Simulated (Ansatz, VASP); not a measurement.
Two plane-wave programs on CdS

```xyz
2
Lattice="0.0000 3.1428 2.6772 3.1428 0.0000 2.6772 3.1428 3.1428 0.0000" Properties=species:S:1:pos:R:3 pbc="T T T"
Cd    0.0000    0.0000    0.0000
S     4.7142    4.7142    4.0158
```

Change from the starting cell: strain +0.080 along x and y, -0.080 along z, atoms carried along.

Alike in both runs: task single point; functional PBE; k mesh 8 × 8 × 8; occupations gaussian, width 0.05 eV; no spin polarisation.

|  | VASP | Ansatz |
| --- | --- | --- |
| version | VASP 6.6.1 | Ansatz 0.2.0 |
| potentials or method | VASP PAW PBE potentials, release 64 (Cd, S), cutoff 520 eV | scalar-relativistic, plane waves, PAW |
| valence electrons in the cell | 18 | 26 |

```tsv
	VASP	Ansatz	Ansatz less VASP
gap on the k mesh at the Fermi level (eV)	0.74	0.74	-0.003
least direct gap on the mesh (eV)	0.74	0.74	-0.003
pressure (GPa)	-1.2	-1.4	-0.25
traceless stress, the component that is largest in VASP (GPa)	1.63	1.67	+0.038
```

VASP's potentials hold 18 valence electrons a cell and Ansatz's 26, so a difference there can come from the potentials and not from the codes.
